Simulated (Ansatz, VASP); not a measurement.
Two plane-wave programs on Si7Ge

```xyz
8
Lattice="5.1862 0.0000 0.0000 0.0000 5.1862 0.0000 0.0000 0.0000 5.4592" Properties=species:S:1:pos:R:3 pbc="T T T"
Si    1.3100    1.3100    1.3790
Si    0.0000    2.5931    2.7296
Si    2.5931    2.5931    0.0000
Si    2.5931    0.0000    2.7296
Si    3.8762    1.3100    4.0802
Si    3.8762    3.8762    1.3790
Si    1.3100    3.8762    4.0802
Ge    0.0000    0.0000    0.0000
```

Change from the starting cell: strain -0.050 along x and y, +0.000 along z, atoms carried along.

Alike in both runs: task single point; functional PBEsol; k mesh 6 × 6 × 6; occupations gaussian, width 0.03 eV; no spin polarisation.

|  | VASP | Ansatz |
| --- | --- | --- |
| version | VASP 6.6.1 | Ansatz 0.2.0 |
| potentials or method | VASP PAW PBE potentials, release 64 (Si, Ge_d), cutoff 520 eV | scalar-relativistic, plane waves, PAW |
| valence electrons in the cell | 42 | 42 |

Ansatz gave:

```
gap on the k mesh at the Fermi level (eV)                     : none
pressure (GPa)                                                : 11.4
traceless stress, the component that is largest in VASP (GPa) : -3.30
rms of the force components (eV/Å)                            : 0.009
```

Problem. Estimate VASP's values.

Solution. gap on the k mesh at the Fermi level (eV): none; pressure (GPa): 11.5; traceless stress, the component that is largest in VASP (GPa): -3.29; rms of the force components (eV/Å): 0.009.

VASP's potentials were made for PBE, not for PBEsol. Atom by atom the forces differ by 0.005 eV/Å (rms over components). A gap of «none» marks a metal or a gap that the smearing closes.
